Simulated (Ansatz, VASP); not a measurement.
## One calculation of Zn3Se, two programs

```
Zn Se
1.0
     4.38812    0.00000    0.00000
     0.00000    4.38812    0.00000
     0.00000    0.00000    3.70862
Zn Se
3 1
Cartesian
  0.0000 2.1941 1.8543
  2.1941 0.0000 1.8543
  2.1941 2.1941 0.0000
  0.0000 0.0000 0.0000
```

Change from the starting cell: species swapped into the Cu3Pd type (P4/mmm, No. 123).

Alike in both runs: functional PBE; k mesh 12 × 12 × 12; occupations gaussian, width 0.1 eV; no spin polarisation.

Ansatz relaxed the structure, and its values are those at the end. VASP's run is a single point on that final structure, the one shown.

```csv
,VASP,Ansatz
version,VASP 6.6.1,Ansatz 0.2.0
potentials or method,"VASP PAW PBE potentials, release 64 (Zn, Se), cutoff 520 eV","scalar-relativistic, plane waves, PAW"
valence electrons in the cell,42,52
```

```tsv
	VASP	Ansatz	Ansatz less VASP
gap on the k mesh at the Fermi level (eV)	none	none	-
pressure (GPa)	0.1	0.0	-0.11
```

A gap of «none» marks a metal or a gap that the smearing closes. The functional is the same, so the differences come from potentials, cutoffs and numerics. VASP's potentials hold 42 valence electrons a cell and Ansatz's 52, so a difference there can come from the potentials and not from the codes.
